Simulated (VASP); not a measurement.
# LiH in VASP: a series of runs

Runs on LiH. Level: PBEsol. Tasks: single point.

All numbers are computed with VASP 6.6.1; they aren't measurements. Logs are shortened: lines on timing, memory, paths and dates and some standing lists are left out, and cuts for length are marked.

## Step 1: The cell of the first run

It takes space group Fm-3m (No. 225, cubic). Conventional cell: a = 4.228 Å, b = 4.228 Å, c = 4.228 Å, α = 90.00°, β = 90.00°, γ = 90.00°. Within 2.8 Å of Li (site symmetry m-3m) lie 6 H at 2.11 Å. H (site symmetry m-3m) has 6 Li at 2.11 Å within 2.8 Å.

## Step 2: Single point, PBEsol (strain +0.040 along x and y, +0.040 along z)

INCAR

```
ALGO = Normal
EDIFF = 1E-6
ENCUT = 520
GGA = PS
ISIF = 2
ISMEAR = 0
LASPH = True
LCHARG = False
LREAL = False
LWAVE = False
NBANDS = 9
NELM = 60
PREC = Accurate
SIGMA = 0.05
```

KPOINTS

```
k-points
0
Gamma
  10 10 10
```

POSCAR

```
LiH
1.0
    0.0000000000      2.1138000000      2.1138000000
    2.1138000000      0.0000000000      2.1138000000
    2.1138000000      2.1138000000      0.0000000000
Li H
1 1
Direct
    0.0000000000      0.0000000000      0.0000000000
    0.5000000000      0.5000000000      0.5000000000
```

Potentials or basis: VASP PAW PBE potentials, release 64 (Li_sv, H).

Command:

```console
> cat potpaw_PBE.64/Li_sv/POTCAR potpaw_PBE.64/H/POTCAR > POTCAR
> mpirun -np 1 vasp_std > vasp.out
```

OUTCAR:

```text
EDIFF = 1E-6
   ENCUT = 520
   GGA = PS
   ISIF = 2
   ISMEAR = 0
   LASPH = True
   LREAL = False
   NELM = 60
   PREC = Accurate

 ion  position               nearest neighbor table
   1  0.000  0.000  0.000-
   2  0.500  0.500  0.500-

  LATTYP: Found a face centered cubic cell.
 ALAT       =     4.2276000000

  Lattice vectors:

 A1 = (   0.0000000000,   2.1138000000,   2.1138000000)
 A2 = (   2.1138000000,   0.0000000000,   2.1138000000)
 A3 = (   2.1138000000,   2.1138000000,   0.0000000000)

Analysis of symmetry for initial positions (statically):
=====================================================================
 Subroutine PRICEL returns:
 Original cell was already a primitive cell.

 Routine SETGRP: Setting up the symmetry group for a
 face centered cubic supercell.

 Subroutine GETGRP returns: Found 48 space group operations
 (whereof 48 operations were pure point group operations)
 out of a pool of 48 trial point group operations.

The static configuration has the point symmetry O_h .

Analysis of symmetry for dynamics (positions and initial velocities):
=====================================================================
 Subroutine PRICEL returns:
 Original cell was already a primitive cell.

 Routine SETGRP: Setting up the symmetry group for a
 face centered cubic supercell.

 Subroutine GETGRP returns: Found 48 space group operations
 (whereof 48 operations were pure point group operations)
 out of a pool of 48 trial point group operations.

The dynamic configuration has the point symmetry O_h .

 Subroutine INISYM returns: Found 48 space group operations
 (whereof 48 operations are pure point group operations),
 and found     1 'primitive' translations

----------------------------------------------------------------------------------------

                                     Primitive cell

  volume of cell :      18.8896

  direct lattice vectors                    reciprocal lattice vectors
     0.000000000  2.113800000  2.113800000    -0.236540827  0.236540827  0.236540827
     2.113800000  0.000000000  2.113800000     0.236540827 -0.236540827  0.236540827
     2.113800000  2.113800000  0.000000000     0.236540827  0.236540827 -0.236540827

  length of vectors
     2.989364628  2.989364628  2.989364628     0.409700730  0.409700730  0.409700730

  position of ions in fractional coordinates (direct lattice)
     0.000000000  0.000000000  0.000000000
[... 83 lines left out ...]
   NFREE  =      0    steps in history (QN), initial steepest desc. (CG)
   ISIF   =      2    stress and relaxation
   ISYM   =      2    0-nonsym 1-usesym 2-fastsym
   POTIM  = 0.5000    time-step for ionic-motion
   TEBEG  =    0.0;   TEEND  =   0.0 temperature during run
   PSTRESS=    0.0 pullay stress
   NELECT =       4.0000    total number of electrons
   NUPDOWN=      -1.0000    fix difference up-down
   EMIN   =  10.00;   EMAX   =-10.00  energy-range for DOS
   EFERMI =   0.00;   METHOD = LEGACY
   ISMEAR =     0;   SIGMA  =   0.05  broadening in eV -4-tet -1-fermi 0-gaus
   EFERMI_NEDOS =   21; number of points for ismear=-14 and -15
   IALGO  =     38    algorithm
   IMIX   =      4    mixing-type and parameters
     AMIX     =   0.40;   BMIX     =  1.00
     AMIX_MAG =   1.60;   BMIX_MAG =  1.00
  volume/ion in A,a.u.               =       9.44        63.74
  Fermi-wavevector in a.u.,A,eV,Ry     =   0.975785  1.843967 12.954882  0.952157
  Thomas-Fermi vector in A             =   2.106352
   LORBIT       =      0    0 simple, 1 ext, 2 COOP (PROOUT), +10 PAW based schemes
   GGA     = PS    functional components
   LHFCALC =     F    Hartree Fock is set to
   AEXX    =    0.0000 exact exchange contribution
   IVDW    =     0    specifies the selected vdW correction
   LEPSILON=     F    determine dielectric tensor
   LRPA    =     F    only Hartree local field effects (RPA)
 non-spin polarized calculation
 Gauss-broadening in eV      SIGMA  =   0.05
  energy-cutoff  :      520.00
  volume of cell :       18.89
 maximum number of plane-waves:       531
 NGX is ok and might be reduce to    24
   NGX = 11   NGY = 11   NGZ = 11

 number of electron       3.9999997 magnetization

 Free energy of the ion-electron system (eV)
  ---------------------------------------------------
  ext. energy  EPLUGINS =         0.00000000
  ---------------------------------------------------
  free energy    TOTEN  =        -6.06704827 eV

  energy without entropy =       -6.06704827  energy(sigma->0) =       -6.06704827

 E-fermi :  -0.1441     XC(G=0):  -8.1095

 val. band max:       -0.5339203272   @ k =   0.5000   0.5000   0.0000
 cond. band min:       2.3229101268   @ k =   0.5000   0.5000   0.0000
 fundamental gap:      2.8568304540
 Fermi energy:        -0.1441059457

 k-point     1 :       0.0000    0.0000    0.0000
  band No.  band energies     occupation
      1     -44.4150      2.00000
      2      -5.4867      2.00000
      3      13.6156      0.00000
      4      15.6728      0.00000
      5      15.6728      0.00000
      6      15.6728      0.00000
      7      19.9748      0.00000
      8      19.9748      0.00000
      9      19.9748      0.00000
[... 265 lines left out ...]
 k-point    24 :       0.4000    0.3000    0.0000
  band No.  band energies     occupation
      1     -44.3866      2.00000
      2      -2.5895      2.00000
      3       5.5682      0.00000
      4       9.0225      0.00000
      5      10.2376      0.00000
      6      14.0791      0.00000
      7      15.1065      0.00000
      8      26.1014      0.00000
      9      26.6162      0.00000

 [... further k-points ...]

------------------------ aborting loop because EDIFF is reached ----------------------------------------

  FORCE on cell =-STRESS in cart. coord.  units (eV):
  Direction    XX          YY          ZZ          XY          YZ          ZX
  --------------------------------------------------------------------------------------
  -------------------------------------------------------------------------------------
  Total       -0.6018809     -0.6018809     -0.6018809      0.0000000     -0.0000000     -0.0000000
  in kB      -51.0504347    -51.0504347    -51.0504347      0.0000000     -0.0000000     -0.0000000
  external PRESSURE =     -51.0504347 kB  Pullay stress =       0.0000000 kB

 VOLUME and BASIS-vectors are now :
 -----------------------------------------------------------------------------
  energy-cutoff  :      520.00
  volume of cell :       18.89
      direct lattice vectors                 reciprocal lattice vectors
     0.000000000  2.113800000  2.113800000    -0.236540827  0.236540827  0.236540827
     2.113800000  0.000000000  2.113800000     0.236540827 -0.236540827  0.236540827
     2.113800000  2.113800000  0.000000000     0.236540827  0.236540827 -0.236540827

 POSITION                                       TOTAL-FORCE (eV/Angst)
 -----------------------------------------------------------------------------------
      0.00000      0.00000      0.00000         0.000000      0.000000     -0.000000
      2.11380      2.11380      2.11380        -0.000000     -0.000000      0.000000
 -----------------------------------------------------------------------------------
    total drift:                                0.000000     -0.000000     -0.000000

  FREE ENERGIE OF THE ION-ELECTRON SYSTEM (eV)
  ---------------------------------------------------
  free  energy   TOTEN  =        -6.0670482742 eV

  energy  without entropy=       -6.0670482742  energy(sigma->0) =       -6.06704827
```

OSZICAR:

```text
N       E                     dE             d eps       ncg     rms          rms(c)
DAV:   1    -0.236191695765E+01   -0.23619E+01   -0.13618E+03   862   0.405E+02
DAV:   2    -0.622032579766E+01   -0.38584E+01   -0.38398E+01  1222   0.490E+01
DAV:   3    -0.628126182680E+01   -0.60936E-01   -0.60906E-01   981   0.514E+00
DAV:   4    -0.628169433917E+01   -0.43251E-03   -0.43247E-03  1170   0.364E-01
DAV:   5    -0.628169888421E+01   -0.45450E-05   -0.45450E-05  1032   0.259E-02    0.262E+00
DAV:   6    -0.611686749194E+01    0.16483E+00   -0.15301E-01   929   0.112E+00    0.128E+00
DAV:   7    -0.606580119752E+01    0.51066E-01   -0.17096E-01   992   0.137E+00    0.205E-01
DAV:   8    -0.606708007109E+01   -0.12789E-02   -0.41961E-03   980   0.435E-01    0.314E-02
DAV:   9    -0.606704807514E+01    0.31996E-04   -0.95921E-05  1087   0.344E-02    0.986E-03
DAV:  10    -0.606704827417E+01   -0.19903E-06   -0.46149E-06   961   0.152E-02
   1 F= -.60670483E+01 E0= -.60670483E+01  d E =-.338989E-30
```

stdout:

```text
POSCAR found type information on POSCAR LiH
 POSCAR found :  2 types and       2 ions
 scaLAPACK will be used
 -----------------------------------------------------------------------------
|                                                                             |
|                                                                             |
|     You enforced a specific xc type in the INCAR file but a different       |
|     I HOPE YOU KNOW WHAT YOU ARE DOING!                                     |
|                                                                             |
 -----------------------------------------------------------------------------

 LDA part: xc-table for (Slater+PW92), standard interpolation
 POSCAR, INCAR and KPOINTS ok, starting setup
 FFT: planning ... GRIDC
 FFT: planning ... GRID_SOFT
 FFT: planning ... GRID
 WAVECAR not read
 entering main loop
```

It took 2.9 s on 1 thread of Intel Xeon 6975P-C (Granite Rapids), shared host; peak memory 0.13 GiB.

What came out:

```
Free energy            : -6.0670 eV
Band gap on the k mesh : 2.86 eV, direct
```

Caveat: the cell differs from its parent crystal (strain +0.040 along x and y, +0.040 along z); the cutoff is under 1.25 times the usual one of these potentials, so pressure, stress and relaxed cells hold a basis-set (Pulay) error; the PAW data sets were made with another functional, which shifts forces and pressure a little. A k mesh can miss the band edges.

## Step 3: Single point, PBEsol (strain +0.080 along x and y, +0.080 along z)

INCAR

```
SYSTEM = LiH
PREC = Accurate ; ENCUT = 520
EDIFF = 1E-7 ; ISMEAR = 0
SIGMA = 0.05 ; LREAL = .False.
LASPH = .True. ; NELM = 60
ALGO = Normal ; ISIF = 2
LWAVE = .False. ; LCHARG = .False.
GGA = PS ; NBANDS = 9
```

KPOINTS

```
Automatic mesh
0
Gamma
  10 10 10
  0 0 0
```

POSCAR

```
LiH
1.0
    0.0000000000      2.1951000000      2.1951000000
    2.1951000000      0.0000000000      2.1951000000
    2.1951000000      2.1951000000      0.0000000000
Li H
1 1
Direct
    0.0000000000      0.0000000000      0.0000000000
    0.5000000000      0.5000000000      0.5000000000
```

Potentials or basis: VASP PAW PBE potentials, release 64 (Li_sv, H).

Command:

```console
> cat potpaw_PBE.64/Li_sv/POTCAR potpaw_PBE.64/H/POTCAR > POTCAR
> mpirun -np 1 vasp_std > vasp.out
```

OUTCAR:

```text
SYSTEM = LiH
   PREC = Accurate
   ENCUT = 520
   EDIFF = 1E-7
   ISMEAR = 0
   LREAL = .False.
   LASPH = .True.
   NELM = 60
   ISIF = 2
   GGA = PS

 ion  position               nearest neighbor table
   1  0.000  0.000  0.000-
   2  0.500  0.500  0.500-

  LATTYP: Found a face centered cubic cell.
 ALAT       =     4.3902000000

  Lattice vectors:

 A1 = (   0.0000000000,   2.1951000000,   2.1951000000)
 A2 = (   2.1951000000,   0.0000000000,   2.1951000000)
 A3 = (   2.1951000000,   2.1951000000,   0.0000000000)

Analysis of symmetry for initial positions (statically):
=====================================================================
 Subroutine PRICEL returns:
 Original cell was already a primitive cell.

 Routine SETGRP: Setting up the symmetry group for a
 face centered cubic supercell.

 Subroutine GETGRP returns: Found 48 space group operations
 (whereof 48 operations were pure point group operations)
 out of a pool of 48 trial point group operations.

The static configuration has the point symmetry O_h .

Analysis of symmetry for dynamics (positions and initial velocities):
[... 162 lines left out ...]
 cond. band min:       1.9547445589   @ k =   0.5000   0.5000   0.0000
 fundamental gap:      2.9128485449
 Fermi energy:        -0.5414824324

 k-point     1 :       0.0000    0.0000    0.0000
  band No.  band energies     occupation
      1     -45.0115      2.00000
      2      -5.5126      2.00000
      3      11.9488      0.00000
      4      14.2456      0.00000
      5      14.2456      0.00000
      6      14.2456      0.00000
      7      18.3494      0.00000
      8      18.3494      0.00000
      9      18.3494      0.00000
[... 265 lines left out ...]
 k-point    24 :       0.4000    0.3000    0.0000
  band No.  band energies     occupation
      1     -44.9940      2.00000
      2      -2.7932      2.00000
      3       4.8452      0.00000
      4       8.1245      0.00000
      5       9.2562      0.00000
      6      12.6706      0.00000
      7      13.6278      0.00000
      8      23.8380      0.00000
      9      24.4318      0.00000

 [... further k-points ...]
[... 5 lines left out ...]
  --------------------------------------------------------------------------------------
  -------------------------------------------------------------------------------------
  Total       -0.8974187     -0.8974187     -0.8974187      0.0000000      0.0000000     -0.0000000
  in kB      -67.9692959    -67.9692959    -67.9692959      0.0000000      0.0000000     -0.0000000
  external PRESSURE =     -67.9692959 kB  Pullay stress =       0.0000000 kB

 VOLUME and BASIS-vectors are now :
 -----------------------------------------------------------------------------
  energy-cutoff  :      520.00
  volume of cell :       21.15
      direct lattice vectors                 reciprocal lattice vectors
     0.000000000  2.195100000  2.195100000    -0.227780056  0.227780056  0.227780056
     2.195100000  0.000000000  2.195100000     0.227780056 -0.227780056  0.227780056
     2.195100000  2.195100000  0.000000000     0.227780056  0.227780056 -0.227780056

 POSITION                                       TOTAL-FORCE (eV/Angst)
 -----------------------------------------------------------------------------------
      0.00000      0.00000      0.00000        -0.000000     -0.000000     -0.000000
      2.19510      2.19510      2.19510         0.000000      0.000000      0.000000
 -----------------------------------------------------------------------------------
    total drift:                                0.000000     -0.000000     -0.000000

  FREE ENERGIE OF THE ION-ELECTRON SYSTEM (eV)
  ---------------------------------------------------
  free  energy   TOTEN  =        -5.9844710038 eV

  energy  without entropy=       -5.9844710038  energy(sigma->0) =       -5.98447100
```

It took 3.4 s on 1 thread of Intel Xeon 6975P-C (Granite Rapids), shared host; peak memory 0.13 GiB.

What came out:

| Property | Result |
| --- | --- |
| Free energy | -5.9845 eV |
| Band gap on the k mesh | 2.91 eV, direct |

Caveat: the cell differs from its parent crystal (strain +0.080 along x and y, +0.080 along z); the cutoff is under 1.25 times the usual one of these potentials, so pressure, stress and relaxed cells hold a basis-set (Pulay) error; the PAW data sets were made with another functional, which shifts forces and pressure a little.

## Step 4: Single point, PBEsol (strain -0.080 along x and y, -0.040 along z)

INCAR

```
SYSTEM = LiH
  PREC = Accurate
  ENCUT = 520
  EDIFF = 1E-6
  ISMEAR = 0
  SIGMA = 0.05
  LREAL = .False.
  LASPH = .True.
  NELM = 60
  ALGO = Normal
  ISIF = 2
  LWAVE = .False.
  LCHARG = .True.
  GGA = PS
  LELF = .True.
  LVHAR = .True.
  NBANDS = 9
```

KPOINTS

```
regular mesh
0
Gamma
  10 10 10
  0 0 0
```

POSCAR

```
LiH
1.0
    0.0000000000      1.8699000000      1.9512000000
    1.8699000000      0.0000000000      1.9512000000
    1.8699000000      1.8699000000      0.0000000000
Li H
1 1
Direct
    0.0000000000      0.0000000000      0.0000000000
    0.5000000000      0.5000000000      0.5000000000
```

Command:

```console
> cat potpaw_PBE.64/Li_sv/POTCAR potpaw_PBE.64/H/POTCAR > POTCAR
> mpirun -np 1 vasp_std > vasp.out
```

Wall time 4.7 s (1 thread of Intel Xeon 6975P-C (Granite Rapids), shared host); peak memory 0.12 GiB.

It converged, with:

- Free energy: -6.0714 eV
- Band gap on the k mesh: 2.04 eV, indirect (least direct gap 2.40 eV)

Levels at points of the mesh, in eV from the valence-band top:
```tsv
k point	band 1	band 2	band 3	band 4	band 5	band 6
(0.00, 0.00, 0.00)	-43.74	-6.30	18.19	19.21	19.21	19.59
(0.50, 0.00, 0.00)	-43.65	-3.35	5.00	14.77	17.45	18.17
(0.50, 0.50, 0.00)	-43.63	-0.36	2.04	11.83	11.83	15.12
(0.50, 0.00, 0.50)	-43.62	0.00	2.68	10.87	11.27	14.39
```

Caveat: the cell differs from its parent crystal (strain -0.080 along x and y, -0.040 along z); the cutoff is under 1.25 times the usual one of these potentials, so pressure, stress and relaxed cells hold a basis-set (Pulay) error; the PAW data sets were made with another functional, which shifts forces and pressure a little. A k mesh can miss the band edges.

(Continued in part 2 of 2.)
